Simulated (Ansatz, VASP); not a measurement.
# One calculation of Ge, two programs

```
CELL_PARAMETERS angstrom
0.00000 2.86624 2.81603
2.86624 0.00000 2.81603
2.86624 2.86624 0.00000
ATOMIC_POSITIONS crystal
Ge 0.00000 0.00000 0.00000
Ge 0.25000 0.25000 0.25000
```

Change from the starting cell: strained cell.

Alike in both runs: functional PBEsol; k mesh 10 × 10 × 10; occupations gaussian, width 0.1 eV; no spin polarisation.

Ansatz relaxed the structure, and its values are those at the end. VASP's run is a single point on that final structure, the one shown.

|  | VASP | Ansatz |
| --- | --- | --- |
| version | VASP 6.6.1 | Ansatz 0.2.0 |
| potentials or method | VASP PAW PBE potentials, release 64 (Ge_d), cutoff 520 eV | scalar-relativistic, plane waves, PAW |
| valence electrons in the cell | 28 | 28 |

```tsv
	VASP	Ansatz	Ansatz less VASP
gap on the k mesh at the Fermi level (eV)	0.10	0.09	-0.006
least direct gap on the mesh (eV)	0.13	0.13	0.000
pressure (GPa)	-1.2	-0.8	+0.42
```

VASP's potentials were made for PBE, not for PBEsol. Ansatz's warnings: stress scf threshold loose.
